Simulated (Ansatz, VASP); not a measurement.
In4Sb3As: VASP beside Ansatz

```
In Sb As
1.0
     4.60258    0.00000    0.00000
    -2.30129    3.98595    0.00000
     0.00000    0.00000   15.11954
In Sb As
4 3 1
Direct
  0.66667 0.33333 0.24711
  0.66667 0.33333 0.76082
  0.33333 0.66667 0.98940
  0.33333 0.66667 0.50401
  0.66667 0.33333 0.43696
  0.33333 0.66667 0.18049
  0.33333 0.66667 0.69344
  0.66667 0.33333 0.93877
```

Alike in both runs: functional PBE; k mesh 6 × 6 × 2; occupations gaussian, width 0.1 eV; no spin polarisation.

Ansatz relaxed the structure, and its values are those at the end. VASP's run is a single point on that final structure, the one shown.

```csv
,VASP,Ansatz
version,VASP 6.6.1,Ansatz 0.2.0
potentials or method,"VASP PAW PBE potentials, release 64 (In_d, Sb, As), cutoff 520 eV","scalar-relativistic, plane waves, PAW"
valence electrons in the cell,72,112
```

```csv
,VASP,Ansatz,Ansatz less VASP
gap on the k mesh at the Fermi level (eV),none,none,-
pressure (GPa),0.1,0.1,+0.01
```

A gap of «none» marks a metal or a gap that the smearing closes. The functional is the same, so the differences come from potentials, cutoffs and numerics. VASP's potentials hold 72 valence electrons a cell and Ansatz's 112, so a difference there can come from the potentials and not from the codes.

Neither program's run includes spin-orbit coupling.
